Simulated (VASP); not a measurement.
# AlAs (F-43m) in VASP: vibrations by perturbation theory with LDA

Aim: the vibrations by perturbation theory of AlAs with LDA.

Everything below comes from runs of VASP 6.6.1. Logs are shortened: lines on timing, memory, paths and dates and some standing lists are left out, and cuts for length are marked.

**1. The cell of the first run**

It takes space group F-43m (No. 216, cubic). Conventional cell: a = 5.629 Å, b = 5.629 Å, c = 5.629 Å, α = 90.00°, β = 90.00°, γ = 90.00°. Al (site symmetry -43m) has 4 As at 2.44 Å within 3.2 Å. Within 3.2 Å of As (site symmetry -43m) lie 4 Al at 2.44 Å.

**2. Vibrations by perturbation theory, LDA**

The input, INCAR:

```
ALGO = Normal ; EDIFF = 1E-8
ENCUT = 510 ; GGA_COMPAT = False
IBRION = 8 ; ISIF = 2
ISMEAR = 0 ; LASPH = True
LCHARG = False ; LEPSILON = True
LREAL = False ; LWAVE = False
NBANDS = 16 ; NELM = 120
NSW = 1 ; PREC = Accurate
SIGMA = 0.01
```

The input, KPOINTS:

```
k-points
0
Gamma
  8 8 8
```

The input, POSCAR:

```
AlAs
1.0
    0.0000000000      2.8145445164      2.8145445164
    2.8145445164      0.0000000000      2.8145445164
    2.8145445164      2.8145445164      0.0000000000
Al As
1 1
Direct
    0.0000000000      0.0000000000      0.0000000000
    0.2500000000      0.2500000000      0.2500000000
```

Potentials or basis: VASP PAW LDA potentials, release 64 (Al, As_d).

Started as:

```
cat potpaw_LDA.64/Al/POTCAR potpaw_LDA.64/As_d/POTCAR > POTCAR
mpirun -np 1 vasp_std > vasp.out
```

OUTCAR:

```text
EDIFF = 1E-8
   ENCUT = 510
   IBRION = 8
   ISIF = 2
   ISMEAR = 0
   LASPH = True
   LEPSILON = True
   LREAL = False
   NELM = 120
   NSW = 1
   PREC = Accurate

 ion  position               nearest neighbor table
   1  0.000  0.000  0.000-   2 2.44   2 2.44   2 2.44   2 2.44
   2  0.250  0.250  0.250-   1 2.44   1 2.44   1 2.44   1 2.44

  LATTYP: Found a face centered cubic cell.
 ALAT       =     5.6290890328

  Lattice vectors:

 A1 = (   0.0000000000,   2.8145445164,   2.8145445164)
 A2 = (   2.8145445164,   0.0000000000,   2.8145445164)
 A3 = (   2.8145445164,   2.8145445164,   0.0000000000)

Analysis of symmetry for initial positions (statically):
=====================================================================
 Subroutine PRICEL returns:
 Original cell was already a primitive cell.

 Routine SETGRP: Setting up the symmetry group for a
 face centered cubic supercell.

 Subroutine GETGRP returns: Found 24 space group operations
 (whereof 24 operations were pure point group operations)
 out of a pool of 48 trial point group operations.

The static configuration has the point symmetry T_d .

Analysis of symmetry for dynamics (positions and initial velocities):
=====================================================================
 Subroutine PRICEL returns:
 Original cell was already a primitive cell.

 Routine SETGRP: Setting up the symmetry group for a
 face centered cubic supercell.

 Subroutine GETGRP returns: Found 24 space group operations
 (whereof 24 operations were pure point group operations)
 out of a pool of 48 trial point group operations.

The dynamic configuration has the point symmetry T_d .

 Subroutine INISYM returns: Found 24 space group operations
 (whereof 24 operations are pure point group operations),
 and found     1 'primitive' translations

----------------------------------------------------------------------------------------

                                     Primitive cell

  volume of cell :      44.5917

  direct lattice vectors                    reciprocal lattice vectors
     0.000000000  2.814544516  2.814544516    -0.177648638  0.177648638  0.177648638
     2.814544516  0.000000000  2.814544516     0.177648638 -0.177648638  0.177648638
     2.814544516  2.814544516  0.000000000     0.177648638  0.177648638 -0.177648638

  length of vectors
     3.980367027  3.980367027  3.980367027     0.307696467  0.307696467  0.307696467

  position of ions in fractional coordinates (direct lattice)
     0.000000000  0.000000000  0.000000000
     0.250000000  0.250000000  0.250000000

  ion indices of the primitive-cell ions
   primitive index   ion index
                 1           1
                 2           2

----------------------------------------------------------------------------------------

 KPOINTS: k-points

Automatic generation of k-mesh.
 Grid dimensions read from file:
 generate k-points for:    8    8    8

 Generating k-lattice:

  Cartesian coordinates                     Fractional coordinates (reciprocal lattice)
    -0.022206080  0.022206080  0.022206080     0.125000000  0.000000000  0.000000000
     0.022206080 -0.022206080  0.022206080     0.000000000  0.125000000  0.000000000
     0.022206080  0.022206080 -0.022206080     0.000000000  0.000000000  0.125000000

  Length of vectors
     0.038462058  0.038462058  0.038462058

  Shift w.r.t. Gamma in fractional coordinates (k-lattice)
     0.000000000  0.000000000  0.000000000

 Subroutine IBZKPT returns following result:
 ===========================================

 Found     29 irreducible k-points:

 Following reciprocal coordinates:
            Coordinates               Weight
  0.000000  0.000000  0.000000      1.000000
  0.125000  0.000000  0.000000      8.000000
  0.250000  0.000000  0.000000      8.000000
  0.375000  0.000000  0.000000      8.000000
  0.500000  0.000000  0.000000      4.000000
  0.125000  0.125000  0.000000      6.000000
[... 16 lines left out ...]
  0.500000  0.250000  0.125000     48.000000
[... 542 lines left out ...]
     2.814544516  0.000000000  2.814544516     0.177648638 -0.177648638  0.177648638
     2.814544516  2.814544516  0.000000000     0.177648638  0.177648638 -0.177648638

 POSITION                                       TOTAL-FORCE (eV/Angst)
 -----------------------------------------------------------------------------------
      0.00000      0.00000      0.00000        -0.000000     -0.000000      0.000000
      1.40727      1.40727      1.40727         0.000000      0.000000     -0.000000
 -----------------------------------------------------------------------------------
    total drift:                               -0.000000     -0.000000     -0.000000

  FREE ENERGIE OF THE ION-ELECTRON SYSTEM (eV)
  ---------------------------------------------------
  free  energy   TOTEN  =       -10.5287376122 eV

  energy  without entropy=      -10.5287376122  energy(sigma->0) =      -10.52873761

 HEAD OF MICROSCOPIC STATIC DIELECTRIC TENSOR (INDEPENDENT PARTICLE, excluding Hartree and local field effects)
 ------------------------------------------------------
          10.724560     0.000000    -0.000000
           0.000000    10.724560     0.000000
           0.000000     0.000000    10.724560
 ------------------------------------------------------

 Free energy of the ion-electron system (eV)
  ---------------------------------------------------
  ---------------------------------------------------
  free energy    TOTEN  =        -1.18533258 eV

  energy without entropy =       -1.18533258

------------------------ aborting loop because EDIFF is reached ----------------------------------------

--------------------------------------- Ionic step        2  -------------------------------------------

------------------------ aborting loop because EDIFF is reached ----------------------------------------

--------------------------------------- Ionic step        3  -------------------------------------------

------------------------ aborting loop because EDIFF is reached ----------------------------------------

 PIEZOELECTRIC TENSOR FIELD DIRECTION 3  (e Angst)
 -----------------------------------------------------------------------------
     0.00015 -2.12854  0.00000           (  0.00000  0.05516  0.00000)
    -2.12854  0.00015  0.00000           (  0.05516  0.00000  0.00000)
     0.00000  0.00000 -0.00171           (  0.00000  0.00000  0.00000)

 PIEZOELECTRIC TENSOR FIELD DIRECTION 3  (C/m^2)
 -----------------------------------------------------------------------------
     0.00005 -0.76478  0.00000
    -0.76478  0.00005  0.00000
     0.00000  0.00000 -0.00062

--------------------------------------- Ionic step        4  -------------------------------------------

------------------------ aborting loop because EDIFF is reached ----------------------------------------

[... ionic steps 5 to 6 ...]

--------------------------------------- Ionic step        7  -------------------------------------------

 Free energy of the ion-electron system (eV)
  ---------------------------------------------------
  ---------------------------------------------------
  free energy    TOTEN  =        -0.11689788 eV

  energy without entropy =       -0.11689788

------------------------ aborting loop because EDIFF is reached ----------------------------------------

 INTERNAL STRAIN TENSOR  FOR ION    2  DIRECTION 1   (eV/Angst):
 -----------------------------------------------------------------------------
     0.00562  0.00000  0.00000
     0.00000 -0.00057 -7.54955
     0.00000 -7.54955 -0.00057

 MACROSCOPIC STATIC DIELECTRIC TENSOR (including local field effects in DFT)
 ------------------------------------------------------
           9.963769     0.000000     0.000000
          -0.000000     9.963769     0.000000
          -0.000000     0.000000     9.963769
 ------------------------------------------------------

 PIEZOELECTRIC TENSOR (including local field effects)  for field in x, y, z        (e  Angst)
          XX          YY          ZZ          XY          YZ          ZX
  --------------------------------------------------------------------------------
  x    -0.00000    -0.00000    -0.00000     0.00000    -2.13407     0.00000
  y     0.00000     0.00000     0.00000     0.00000     0.00000    -2.13407
  z     0.00000     0.00000     0.00000    -2.13407     0.00000     0.00000

 PIEZOELECTRIC TENSOR (including local field effects)  for field in x, y, z        (C/m^2)
          XX          YY          ZZ          XY          YZ          ZX
  --------------------------------------------------------------------------------
  x    -0.00000    -0.00000    -0.00000     0.00000    -0.76677     0.00000
  y     0.00000     0.00000     0.00000     0.00000     0.00000    -0.76677
  z     0.00000     0.00000     0.00000    -0.76677     0.00000     0.00000

 BORN EFFECTIVE CHARGES (including local field effects) (in |e|, cummulative output)
 ---------------------------------------------------------------------------------
 ion    1
    1     2.16451    -0.00000    -0.00000
    2     0.00000     2.16451     0.00000
    3     0.00000     0.00000     2.16451
 ion    2
    1    -2.16451     0.00000     0.00000
    2     0.00000    -2.16451    -0.00000
    3    -0.00000    -0.00000    -2.16451

 INTERNAL STRAIN TENSOR FOR ION    2 for displacements in x,y,z  (eV/Angst):
          X           Y           Z          XY          YZ          ZX
  --------------------------------------------------------------------------------
  x     0.00000    -0.00000    -0.00000     0.00000    -7.54955     0.00000
  y    -0.00000     0.00000    -0.00000     0.00000     0.00000    -7.54955
  z    -0.00000    -0.00000     0.00000    -7.54955     0.00000     0.00000

 SECOND DERIVATIVES (NOT SYMMETRIZED)
 ------------------------------------
               1X          1Y          1Z          2X          2Y          2Z
  1X    -9.411435    0.000000    0.000000    9.411435    0.000000    0.000000
  1Y     0.000000   -9.411435    0.000000    0.000000    9.411435    0.000000
  1Z     0.000000    0.000000   -9.411435    0.000000    0.000000    9.411435
  2X     9.505895    0.000000    0.000000   -9.505895    0.000000    0.000000
  2Y     0.000000    9.505895    0.000000    0.000000   -9.505895    0.000000
  2Z     0.000000    0.000000    9.505895    0.000000    0.000000   -9.505895

 Eigenvectors and eigenvalues of the dynamical matrix
 ----------------------------------------------------

   1 f  =   10.782409 THz    67.747871 2PiTHz  359.662436 cm-1    44.592439 meV
             X         Y         Z           dx          dy          dz
      0.000000  0.000000  0.000000     0.000000    0.856316    0.000000
      1.407272  1.407272  1.407272     0.000000   -0.516452    0.000000
[... 21 lines left out ...]
   6 f/i=    0.023811 THz     0.149607 2PiTHz    0.794237 cm-1     0.098473 meV
             X         Y         Z           dx          dy          dz
      0.000000  0.000000  0.000000     0.000000    0.000000   -0.516452
      1.407272  1.407272  1.407272     0.000000    0.000000   -0.856316

--------------------------------------------------------------------------------------------------------

 MACROSCOPIC STATIC DIELECTRIC TENSOR IONIC CONTRIBUTION
 ------------------------------------------------------
           2.010001     0.000000    -0.000000
           0.000000     2.010001     0.000000
           0.000000     0.000000     2.010001
 ------------------------------------------------------

 ELASTIC MODULI CONTR FROM IONIC RELAXATION (kBar)
 Direction    XX          YY          ZZ          XY          YZ          ZX
 --------------------------------------------------------------------------------
 XX          -0.0000      0.0000      0.0000     -0.0000      0.0000     -0.0000
 YY           0.0000     -0.0000      0.0000     -0.0000     -0.0000      0.0000
 ZZ           0.0000      0.0000     -0.0000      0.0000     -0.0000     -0.0000
 XY          -0.0000     -0.0000      0.0000   -213.1087      0.0000     -0.0000
 YZ           0.0000     -0.0000     -0.0000     -0.0000   -213.1087     -0.0000
 ZX          -0.0000      0.0000     -0.0000     -0.0000     -0.0000   -213.1087
 --------------------------------------------------------------------------------

 PIEZOELECTRIC TENSOR IONIC CONTR  for field in x, y, z        (C/m^2)
          XX          YY          ZZ          XY          YZ          ZX
  --------------------------------------------------------------------------------
  x    -0.00000     0.00000     0.00000     0.00000     0.61584     0.00000
  y     0.00000    -0.00000     0.00000     0.00000     0.00000     0.61584
  z     0.00000     0.00000    -0.00000     0.61584    -0.00000     0.00000
```

It took 16 min on 1 thread of Intel Xeon Platinum 8259CL at 2.50GHz (Skylake/Cascade Lake), shared host; peak memory 0.29 GiB.

What came out:

- Electronic dielectric tensor (diagonal): 9.96
- Born charges (mean of the diagonal): Al +2.16; As -2.16 e
- Highest phonon frequency at Γ, LO-TO splitting left out: 360 cm⁻¹

Phonon frequencies in cm⁻¹ (negative: imaginary):
| q point | frequencies |
| --- | --- |
| (0.000, 0.000, 0.000) | -1 -1 -1 360 360 360 |

Electronic dielectric tensor:
```
9.96 0.00 0.00
0.00 9.96 0.00
0.00 0.00 9.96
```

Born effective charge tensors (e):
atom 1, Al
```
2.16 0.00 0.00
0.00 2.16 0.00
0.00 0.00 2.16
```
atom 2, As
```
-2.16  0.00  0.00
 0.00 -2.16  0.00
 0.00  0.00 -2.16
```
